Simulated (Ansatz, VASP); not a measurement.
## Sn: VASP beside Ansatz

File INCAR:

```
SYSTEM = Sn
PREC = Accurate
ENCUT = 500
EDIFF = 1E-7
ISMEAR = 0
SIGMA = 0.1
LREAL = .FALSE.
LASPH = .TRUE.
NELM = 120
ALGO = Normal
ISIF = 3
LWAVE = .FALSE.
LCHARG = .FALSE.
GGA = PE
IBRION = 2
NSW = 90
EDIFFG = -0.04
GGA_COMPAT = .FALSE.
NELMIN = 4
```

File KPOINTS:

```
Automatic mesh
0
G
  6 6 6
  0 0 0
```

Contents of POSCAR:

```
Sn
1.0
    5.6190856461      0.0000000000      0.0000000000
   -2.8095428230      4.8662709155      0.0000000000
    0.0000000000      0.0000000000      3.1583297964
Sn
3
Direct
    0.0000000000      0.0000000000      0.0000000000
    0.3333333333      0.6666666667      0.5000000000
    0.6666666667      0.3333333333      0.5000000000
```

Input for Ansatz:

```yaml
crystal:
  lattice:
    - [5.6190856461, 0.0, 0.0]
    - [-2.809542823, 4.8662709155, 0.0]
    - [0.0, 0.0, 3.1583297964]
  atoms:
    - { symbol: Sn, position: [0.0, 0.0, 0.0] }
    - { symbol: Sn, position: [0.3333333333, 0.6666666667, 0.5] }
    - { symbol: Sn, position: [0.6666666667, 0.3333333333, 0.5] }
basis:
  ecutwfc: 420
kpoints:
  mp_grid: { grid: [6, 6, 6] }
hamiltonian:
  xc: pbe
scf:
  occupations: { method: gaussian, width: 0.1 }
  lower_state_search: "off"
output:
  forces: true
  stress: true
  eigenvalues: true
relax:
  adjacent_minimum: "off"
  f_tol: 0.04
  max_steps: 70
  cell: { stress_tol: 0.4 }
```

Alike in both runs: task relaxation of cell and atoms; functional PBE; k mesh 6 × 6 × 6; occupations gaussian, width 0.1 eV; no spin polarisation.

```csv
,VASP,Ansatz
version,VASP 6.6.1,Ansatz 0.2.0
potentials or method,"VASP PAW PBE potentials, release 64 (Sn_d), cutoff 500 eV","scalar-relativistic, plane waves, PAW"
valence electrons in the cell,42,42
```

```tsv
	VASP	Ansatz	Ansatz less VASP
gap on the k mesh at the Fermi level, each at its own relaxed structure (eV)	none	none	-
relaxed volume (Å³/atom)	27.85	27.94	+0.093
relaxed cell length with the largest relative difference (Å)	3.205	3.212	+0.0062
```

A gap of «none» marks a metal or a gap that the smearing closes.
